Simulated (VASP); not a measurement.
Here is a VASP 6.6.1 calculation.

The input INCAR:

```
SYSTEM = Cu
ALGO = Normal
EDIFF = 1E-6
ENCUT = 520
GGA = PE
ISIF = 2
ISMEAR = 0
LASPH = .True.
LCHARG = .False.
LREAL = .False.
LWAVE = .False.
NBANDS = 12
NELM = 80
PREC = Accurate
SIGMA = 0.15
```

File KPOINTS:

```
k-points
0
Gamma
  24 24 24
  0 0 0
```

POSCAR

```
Cu
1.0
   -1.4660753591      1.4660753591      1.3210805061
    1.4660753591     -1.4660753591      1.3210805061
    1.4660753591      1.4660753591     -1.3210805061
Cu
1
Direct
    0.0000000000      0.0000000000      0.0000000000
```

Potentials or basis: VASP PAW PBE potentials, release 64 (Cu).

Run with:

```bash
$ cat potpaw_PBE.64/Cu/POTCAR > POTCAR
$ mpirun -np 1 vasp_std > vasp.out
```

Problem. What does it give for the band gap on the k mesh?

Solution. Zero (an odd number of electrons rules out a gap without spin polarisation).

Problem. Estimate the pressure.

Solution. 9.7 GPa.

Stress tensor (GPa, compression positive):
```
 9.17  0.00  0.00
 0.00  9.17  0.00
 0.00  0.00 10.69
```

Caveat: the cell stands under pressure.
